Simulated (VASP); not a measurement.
A run of VASP 6.6.1:

INCAR

```
  PREC = Accurate
  ENCUT = 520
  EDIFF = 1E-7
  ISMEAR = -1
  SIGMA = 0.05
  LREAL = False
  LASPH = True
  NELM = 80
  ALGO = Normal
  ISIF = 2
  LWAVE = False
  LCHARG = False
  GGA = PE
  NBANDS = 33
```

The input KPOINTS:

```
regular mesh
0
Gamma
  8 8 4
```

File POSCAR:

```
Ta4O
1.0
    3.2558499040      0.0000000000      0.0000000000
    0.0000000000      3.2558499040      0.0000000000
    0.0000000000      0.0000000000      7.3929527290
Ta O
4 1
Direct
    0.0000000000      0.0000000000      0.0000000000
    0.5000000000      0.5000000000      0.2165631008
    0.5000000000      0.5000000000      0.7834368992
    0.0000000000      0.0000000000      0.5000000000
    0.5000000000      0.5000000000      0.5000000000
```

Potentials or basis: VASP PAW PBE potentials, release 64 (Ta_pv, O).

Command:

```bash
$ cat potpaw_PBE.64/Ta_pv/POTCAR potpaw_PBE.64/O/POTCAR > POTCAR
$ mpirun -np 1 vasp_std > vasp.out
```

Hardware: 1 thread of Intel Xeon 6975P-C, with other jobs on the host.

How long does it take, and how much memory?

It took 66 s on 1 thread of Intel Xeon 6975P-C, with other jobs on the host, peak memory 0.24 GiB. Counts: scf iterations 17, k points 45.
